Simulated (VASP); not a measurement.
Ga2Sb2CO: single point with PBE+D3(BJ)

The system is Ga2Sb2CO, a slab with vacuum.

```
Sb Ga O C
1.0
     4.33438    0.00000    0.00000
    -2.16719    3.75368    0.00000
     0.00000    0.00000   23.31974
Sb Ga O C
2 2 1 1
Direct
  0.00000 0.00000 0.17153
  0.33333 0.66667 0.33016
  0.33333 0.66667 0.20947
  0.66667 0.33333 0.36320
  0.00000 0.00000 0.49614
  0.00000 0.00000 0.54545
```

| Property | Result |
| --- | --- |
| Program | VASP 6.6.1 |
| Task | single point |
| Functional | PBE |
| Dispersion | D3(BJ) |
| Potentials or basis | VASP PAW PBE potentials, release 64 (Sb_d_GW, Ga_d, O, C) |
| Cutoff | 520 eV |
| k mesh | 6 × 6 × 1 |
| Occupations | gaussian, width 0.1 eV |
| Spin | no spin polarisation |
| Dipole correction | yes |
| Further INCAR settings | ALGO = Normal; EDIFF = 1e-06; NBANDS = 42; NELMDL = -8 |

- Largest force: 0.672 eV/Å
- Band gap on the k mesh: 0.02 eV (least direct gap 0.16 eV)
- Dispersion energy per atom: -0.167 eV

Forces on the atoms (eV/Å):
```
Sb   0.000  0.000  0.162
Sb   0.000  0.000 -0.004
Ga   0.000  0.000 -0.141
Ga   0.000  0.000  0.009
O    0.000  0.000  0.646
C    0.000  0.000 -0.672
```

Levels at points of the mesh, in eV from the valence-band top:
| k point | band 29 | band 30 | band 31 | band 32 | band 33 | band 34 | band 35 | band 36 | band 37 | band 38 |
| --- | --- | --- | --- | --- | --- | --- | --- | --- | --- | --- |
| (0.00, 0.00, 0.00) | -2.10 | -1.12 | -1.12 | 0.00 | 0.00 | 0.16 | 0.90 | 1.50 | 1.50 | 1.78 |
| (0.50, 0.00, 0.00) | -5.64 | -2.53 | -2.46 | -1.30 | -1.20 | 0.38 | 0.75 | 1.21 | 1.36 | 1.68 |

It took 7.4 min on 1 thread of AMD EPYC 7571 (shared host), peak memory 0.52 GiB.

Caveat: spin-orbit coupling is left out, which moves the levels of the heavy elements.
